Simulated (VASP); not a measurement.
# Sn3Se (Fm-3m) in VASP: a series of runs

Runs on Sn3Se. Level: PBEsol. Tasks: single point.

Program: VASP 6.6.1. These are calculated values, not measurements. Logs are shortened: lines on timing, memory, paths and dates and some standing lists are left out, and cuts for length are marked.

### Step 1. The cell of the first run

The structure is cubic, space group Fm-3m (No. 225). The conventional cell has a = 7.516 Å, b = 7.516 Å, c = 7.516 Å, α = 90.00°, β = 90.00°, γ = 90.00°. Within 4.3 Å of Sn (site symmetry m-3m) lie 8 Sn at 3.25 Å and 6 Se at 3.76 Å. Within 4.3 Å of Sn (site symmetry -43m) lie 4 Se at 3.25 Å and 10 Sn at 3.25 to 3.76 Å. Se (site symmetry m-3m) has 14 Sn at 3.25 to 3.76 Å within 4.3 Å.

### Step 2. Single point, PBEsol (volume scaled by 1.02)

INCAR

```
SYSTEM = Sn3Se
ALGO = Normal
EDIFF = 1E-6
ENCUT = 520
GGA = PS
ISIF = 2
ISMEAR = -1
LASPH = .TRUE.
LCHARG = .FALSE.
LREAL = .FALSE.
LWAVE = .FALSE.
NBANDS = 32
NELM = 60
PREC = Accurate
SIGMA = 0.05
```

KPOINTS

```
k-points
0
G
  6 6 6
  0 0 0
```

POSCAR

```
Sn3Se
1.0
    0.0000000000      3.7578614887      3.7578614887
    3.7578614887      0.0000000000      3.7578614887
    3.7578614887      3.7578614887      0.0000000000
Sn Se
3 1
Direct
    0.5000000000      0.5000000000      0.5000000000
    0.7500000000      0.7500000000      0.7500000000
    0.2500000000      0.2500000000      0.2500000000
    0.0000000000      0.0000000000      0.0000000000
```

Potentials or basis: VASP PAW PBE potentials, release 64 (Sn_d, Se).

Run with:

```sh
$ cat potpaw_PBE.64/Sn_d/POTCAR potpaw_PBE.64/Se/POTCAR > POTCAR
$ mpirun -np 1 vasp_std > vasp.out
```

OUTCAR:

```text
SYSTEM = Sn3Se
   EDIFF = 1E-6
   ENCUT = 520
   GGA = PS
   ISIF = 2
   ISMEAR = -1
   LASPH = .TRUE.
   LREAL = .FALSE.
   NELM = 60
   PREC = Accurate

 ion  position               nearest neighbor table
   1  0.500  0.500  0.500-   3 3.25   3 3.25   3 3.25   2 3.25   3 3.25   2 3.25   2 3.25   2 3.25

   2  0.750  0.750  0.750-   1 3.25   1 3.25   1 3.25   1 3.25   4 3.25   4 3.25   4 3.25   4 3.25
                             3 3.76   3 3.76   3 3.76   3 3.76   3 3.76   3 3.76
   3  0.250  0.250  0.250-   4 3.25   4 3.25   4 3.25   1 3.25   4 3.25   1 3.25   1 3.25   1 3.25
                             2 3.76   2 3.76   2 3.76   2 3.76   2 3.76   2 3.76
   4  0.000  0.000  0.000-   2 3.25   2 3.25   2 3.25   2 3.25   3 3.25   3 3.25   3 3.25   3 3.25

  LATTYP: Found a face centered cubic cell.
 ALAT       =     7.5157229774

  Lattice vectors:

 A1 = (   0.0000000000,   3.7578614887,   3.7578614887)
 A2 = (   3.7578614887,   0.0000000000,   3.7578614887)
 A3 = (   3.7578614887,   3.7578614887,   0.0000000000)

Analysis of symmetry for initial positions (statically):
=====================================================================
 Subroutine PRICEL returns:
 Original cell was already a primitive cell.

 Routine SETGRP: Setting up the symmetry group for a
 face centered cubic supercell.

 Subroutine GETGRP returns: Found 48 space group operations
 (whereof 48 operations were pure point group operations)
 out of a pool of 48 trial point group operations.

The static configuration has the point symmetry O_h .

Analysis of symmetry for dynamics (positions and initial velocities):
=====================================================================
 Subroutine PRICEL returns:
 Original cell was already a primitive cell.

 Routine SETGRP: Setting up the symmetry group for a
 face centered cubic supercell.

 Subroutine GETGRP returns: Found 48 space group operations
 (whereof 48 operations were pure point group operations)
 out of a pool of 48 trial point group operations.

The dynamic configuration has the point symmetry O_h .

 Subroutine INISYM returns: Found 48 space group operations
 (whereof 48 operations are pure point group operations),
 and found     1 'primitive' translations

----------------------------------------------------------------------------------------

                                     Primitive cell

[... 83 lines left out ...]
   ENCUT  =  520.0 eV  38.22 Ry    6.18 a.u.   9.88  9.88  9.88*2*pi/ulx,y,z
   NELM   =     60;   NELMIN=  2; NELMDL= -5     # of ELM steps
   EDIFF  = 0.1E-05   stopping-criterion for ELM
   LREAL  =      F    real-space projection
   EDIFFG = 0.1E-04   stopping-criterion for IOM
   NSW    =      0    number of steps for IOM
   IBRION =     -1    ionic relax: 0-MD 1-quasi-New 2-CG
   NFREE  =      0    steps in history (QN), initial steepest desc. (CG)
   ISIF   =      2    stress and relaxation
   ISYM   =      2    0-nonsym 1-usesym 2-fastsym
   POTIM  = 0.5000    time-step for ionic-motion
   TEBEG  =    0.0;   TEEND  =   0.0 temperature during run
   PSTRESS=    0.0 pullay stress
   NELECT =      48.0000    total number of electrons
   NUPDOWN=      -1.0000    fix difference up-down
   EMIN   =  10.00;   EMAX   =-10.00  energy-range for DOS
   EFERMI =   0.00;   METHOD = LEGACY
   ISMEAR =    -1;   SIGMA  =   0.05  broadening in eV -4-tet -1-fermi 0-gaus
   EFERMI_NEDOS =   21; number of points for ismear=-14 and -15
   IALGO  =     38    algorithm
   IMIX   =      4    mixing-type and parameters
     AMIX     =   0.40;   BMIX     =  1.00
     AMIX_MAG =   1.60;   BMIX_MAG =  1.00
  volume/ion in A,a.u.               =      26.53       179.06
  Fermi-wavevector in a.u.,A,eV,Ry     =   1.256621  2.374670 21.484926  1.579098
  Thomas-Fermi vector in A             =   2.390320
   LORBIT       =      0    0 simple, 1 ext, 2 COOP (PROOUT), +10 PAW based schemes
   GGA     = PS    functional components
   LHFCALC =     F    Hartree Fock is set to
   AEXX    =    0.0000 exact exchange contribution
   IVDW    =     0    specifies the selected vdW correction
   LEPSILON=     F    determine dielectric tensor
   LRPA    =     F    only Hartree local field effects (RPA)
 non-spin polarized calculation
  energy-cutoff  :      520.00
  volume of cell :      106.13
 maximum number of plane-waves:      2884
   NGX = 19   NGY = 19   NGZ = 19

 number of electron      48.0000017 magnetization

 Free energy of the ion-electron system (eV)
  ---------------------------------------------------
  ext. energy  EPLUGINS =         0.00000000
  ---------------------------------------------------
  free energy    TOTEN  =       -16.53777561 eV

  energy without entropy =      -16.50466031  energy(sigma->0) =      -16.52121796

 E-fermi :   6.8270     XC(G=0): -10.3421

 val. band max:        6.8063614126   @ k =   0.1667   0.1667   0.0000
 cond. band min:       6.8426603295   @ k =  -0.3333   0.3333   0.1667
 fundamental gap:      0.0362989170
 Fermi energy:         6.8269704426

 k-point     1 :       0.0000    0.0000    0.0000
  band No.  band energies     occupation
      1     -14.6587      2.00000
      2     -14.6587      2.00000
      3     -14.6294      2.00000
      4     -14.6294      2.00000
      5     -14.6294      2.00000
      6     -14.6158      2.00000
[... 549 lines left out ...]
     31      11.6587      0.00000
     32      14.0765      0.00000

------------------------ aborting loop because EDIFF is reached ----------------------------------------

  FORCE on cell =-STRESS in cart. coord.  units (eV):
  Direction    XX          YY          ZZ          XY          YZ          ZX
  --------------------------------------------------------------------------------------
  -------------------------------------------------------------------------------------
  Total       -2.6547797     -2.6547797     -2.6547797     -0.0000000     -0.0000000      0.0000000
  in kB      -40.0762217    -40.0762217    -40.0762217     -0.0000000     -0.0000000      0.0000000
  external PRESSURE =     -40.0762217 kB  Pullay stress =       0.0000000 kB

 VOLUME and BASIS-vectors are now :
 -----------------------------------------------------------------------------
  energy-cutoff  :      520.00
  volume of cell :      106.13
      direct lattice vectors                 reciprocal lattice vectors
     0.000000000  3.757861489  3.757861489    -0.133054398  0.133054398  0.133054398
     3.757861489  0.000000000  3.757861489     0.133054398 -0.133054398  0.133054398
     3.757861489  3.757861489  0.000000000     0.133054398  0.133054398 -0.133054398

 POSITION                                       TOTAL-FORCE (eV/Angst)
 -----------------------------------------------------------------------------------
      3.75786      3.75786      3.75786        -0.000000      0.000000     -0.000000
      5.63679      5.63679      5.63679        -0.000000      0.000000     -0.000000
      1.87893      1.87893      1.87893         0.000000     -0.000000      0.000000
      0.00000      0.00000      0.00000        -0.000000      0.000000     -0.000000
 -----------------------------------------------------------------------------------
    total drift:                               -0.000000     -0.000000      0.000000

  FREE ENERGIE OF THE ION-ELECTRON SYSTEM (eV)
  ---------------------------------------------------
  free  energy   TOTEN  =       -16.5377756060 eV

  energy  without entropy=      -16.5046603132  energy(sigma->0) =      -16.52121796
```

stdout:

```text
POSCAR found type information on POSCAR SnSe
 POSCAR found :  2 types and       4 ions
 scaLAPACK will be used
 -----------------------------------------------------------------------------
|                                                                             |
|                                                                             |
|     You enforced a specific xc type in the INCAR file but a different       |
|     I HOPE YOU KNOW WHAT YOU ARE DOING!                                     |
|                                                                             |
 -----------------------------------------------------------------------------

 LDA part: xc-table for (Slater+PW92), standard interpolation
 POSCAR, INCAR and KPOINTS ok, starting setup
 FFT: planning ... GRIDC
 FFT: planning ... GRID_SOFT
 FFT: planning ... GRID
 WAVECAR not read
 entering main loop
```

Wall time 44 s (1 thread of Intel Xeon 6975P-C, shared host); peak memory 0.25 GiB.

What came out:

- Free energy: -16.5378 eV
- Pressure: -4.0 GPa
- Band gap on the k mesh: zero (band 24 reaches 7.45 eV, above the bottom of band 25 at 5.57 eV)

Caveat: the PAW data sets were made with another functional, which shifts forces and pressure a little; spin-orbit coupling is left out, which moves the levels of the heavy elements.

(Continued in part 2 of 2.)
